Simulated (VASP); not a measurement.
FePb, 2 atoms in the cell. Symmetry: P4/mmm, No. 123, tetragonal system. The conventional cell has a = 3.200 Å, b = 3.200 Å, c = 4.100 Å, α = 90.00°, β = 90.00°, γ = 90.00°. Fe (site symmetry 4/mmm) has 8 Pb at 3.05 Å and 6 Fe at 3.20 to 4.10 Å within 4.2 Å. Within 4.2 Å of Pb (site symmetry 4/mmm) lie 8 Fe at 3.05 Å and 6 Pb at 3.20 to 4.10 Å. 

* Program: VASP 6.6.1
* Task: single point
* Functional: PBE
* Potentials or basis: VASP PAW PBE potentials, release 64 (Fe, Pb_d)
* Cutoff: 520 eV
* k mesh: 8 × 8 × 6
* Occupations: fermi-dirac, width 0.1 eV
* Spin: no spin polarisation
* Dipole correction: no
* Further INCAR settings: ALGO = Normal; EDIFF = 1e-07; NBANDS = 18

Potentials or basis: VASP PAW PBE potentials, release 64 (Fe, Pb_d).

Command:

```bash
$ cat potpaw_PBE.64/Fe/POTCAR potpaw_PBE.64/Pb_d/POTCAR > POTCAR
$ mpirun -np 1 vasp_std > vasp.out
```

Hardware: 1 thread of Intel(R) Xeon(R) Platinum 8259CL CPU @ 2.50GHz (Skylake/Cascade Lake), on a shared host.

Estimate the wall time of this run.

Run time: 25 s on 1 thread of Intel(R) Xeon(R) Platinum 8259CL CPU @ 2.50GHz (Skylake/Cascade Lake), on a shared host, peak memory 0.18 GiB. Counts: scf iterations 16, k points 60.
